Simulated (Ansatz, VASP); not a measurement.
## Two plane-wave programs on Mn3Sb4

INCAR

```
PREC = Accurate
ENCUT = 520
EDIFF = 1E-7
ISMEAR = 0
SIGMA = 0.1
LREAL = F
LASPH = T
NELM = 150
ALGO = Normal
ISIF = 2
LWAVE = F
LCHARG = F
ISPIN = 2
MAGMOM = 4 4 4 0 0 0 0
LORBIT = 11
LMAXMIX = 4
GGA = PE
NBANDS = 42
```

Contents of KPOINTS:

```
Automatic mesh
0
Gamma
  4 4 4
```

POSCAR

```
Mn3Sb4
1.0
    5.5320139700      0.0000000000      0.0000000000
    0.0000000000      5.5320139700      0.0000000000
    0.0000000000      0.0000000000      5.5320139700
Mn Sb
3 4
Direct
    0.0000000000      0.0000000000      0.5000000000
    0.5000000000      0.0000000000      0.0000000000
    0.0000000000      0.5000000000      0.0000000000
    0.7206873300      0.7206873300      0.7206873300
    0.2793126700      0.2793126700      0.7206873300
    0.2793126700      0.7206873300      0.2793126700
    0.7206873300      0.2793126700      0.2793126700
```

Input for Ansatz:

```yaml
crystal:
  lattice:
    - [5.53201397, 0.0, 0.0]
    - [0.0, 5.53201397, 0.0]
    - [0.0, 0.0, 5.53201397]
  atoms:
    - { symbol: Mn, position: [0.0, 0.0, 0.5], spin: 4.0 }
    - { symbol: Mn, position: [0.5, 0.0, 0.0], spin: 4.0 }
    - { symbol: Mn, position: [0.0, 0.5, 0.0], spin: 4.0 }
    - { symbol: Sb, position: [0.72068733, 0.72068733, 0.72068733] }
    - { symbol: Sb, position: [0.27931267, 0.27931267, 0.72068733] }
    - { symbol: Sb, position: [0.27931267, 0.72068733, 0.27931267] }
    - { symbol: Sb, position: [0.72068733, 0.27931267, 0.27931267] }
basis:
  ecutwfc: 420
kpoints:
  mp_grid: { grid: [4, 4, 4] }
hamiltonian:
  xc: pbe
scf:
  occupations: { method: gaussian, width: 0.1 }
  lower_state_search: "off"
output:
  forces: true
  stress: true
  eigenvalues: true
  populations: true
magnetization:
  spin_polarized: true
```

Change from the starting cell: species swapped into the Ge3As4 type (P-43m, No. 215).

Alike in both runs: task single point; functional PBE; k mesh 4 × 4 × 4; occupations gaussian, width 0.1 eV; collinear spin.

|  | VASP | Ansatz |
| --- | --- | --- |
| version | VASP 6.6.1 | Ansatz 0.2.0 |
| potentials or method | VASP PAW PBE potentials, release 64 (Mn_pv, Sb), cutoff 520 eV | scalar-relativistic, plane waves, PAW |
| valence electrons in the cell | 59 | 105 |

Ansatz gave:

| Item | Value |
| --- | --- |
| gap on the k mesh at the Fermi level (eV) | none |
| pressure (GPa) | 8.5 |
| rms of the force components (eV/Å) | 0.328 |
| net moment per atom (μB) | 1.28 |
| size of the moment on the site where the two differ most (μB) | 3.06 |

Task: Which values does VASP return?

Result: gap on the k mesh at the Fermi level (eV): none; pressure (GPa): 8.4; rms of the force components (eV/Å): 0.327; net moment per atom (μB): 1.28; size of the moment on the site where the two differ most (μB): 3.14.

Site moments also hang on the region over which each program counts them. Atom by atom the forces differ by 0.001 eV/Å (rms over components). A gap of «none» marks a metal or a gap that the smearing closes. VASP's potentials hold 59 valence electrons a cell and Ansatz's 105, so a difference there can come from the potentials and not from the codes.

Neither program's run includes spin-orbit coupling.
